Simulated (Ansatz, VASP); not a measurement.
Two plane-wave programs on ZrC

INCAR

```
  ALGO = Normal
  EDIFF = 1E-7
  ENCUT = 520
  GGA = PE
  ISIF = 2
  ISMEAR = 0
  LASPH = T
  LCHARG = F
  LREAL = F
  LWAVE = F
  NBANDS = 15
  NELM = 60
  PREC = Accurate
  SIGMA = 0.15
```

The input KPOINTS:

```
k-points
0
Gamma
  18 18 18
```

Contents of POSCAR:

```
ZrC
1.0
    0.0000000000      2.2562016000      2.2562016000
    2.2562016000      0.0000000000      2.2562016000
    2.2562016000      2.2562016000      0.0000000000
Zr C
1 1
Direct
    0.5000000000      0.5000000000      0.5000000000
    0.0000000000      0.0000000000      0.0000000000
```

Input for Ansatz:

```yaml
crystal:
  lattice:
    - [0.0, 2.2562016, 2.2562016]
    - [2.2562016, 0.0, 2.2562016]
    - [2.2562016, 2.2562016, 0.0]
  atoms:
    - { symbol: Zr, position: [0.5, 0.5, 0.5] }
    - { symbol: C, position: [0.0, 0.0, 0.0] }
basis:
  ecutwfc: 420
kpoints:
  mp_grid: { grid: [18, 18, 18] }
hamiltonian:
  xc: pbe
scf:
  occupations: { method: gaussian, width: 0.15 }
output:
  forces: true
  stress: true
  eigenvalues: true
```

Change from the starting cell: strain -0.040 along x and y, -0.040 along z, atoms carried along.

Alike in both runs: task single point; functional PBE; k mesh 18 × 18 × 18; occupations gaussian, width 0.15 eV; no spin polarisation.

|  | VASP | Ansatz |
| --- | --- | --- |
| version | VASP 6.6.1 | Ansatz 0.2.0 |
| potentials or method | VASP PAW PBE potentials, release 64 (Zr_sv, C), cutoff 520 eV | scalar-relativistic, plane waves, PAW |
| valence electrons in the cell | 16 | 16 |

|  | VASP | Ansatz | Ansatz less VASP |
| --- | --- | --- | --- |
| gap on the k mesh at the Fermi level (eV) | none | none | - |
| pressure (GPa) | 37.0 | 36.7 | -0.32 |

A gap of «none» marks a metal or a gap that the smearing closes. Both programs put the cell under a high pressure, so it lies far from rest at this level.
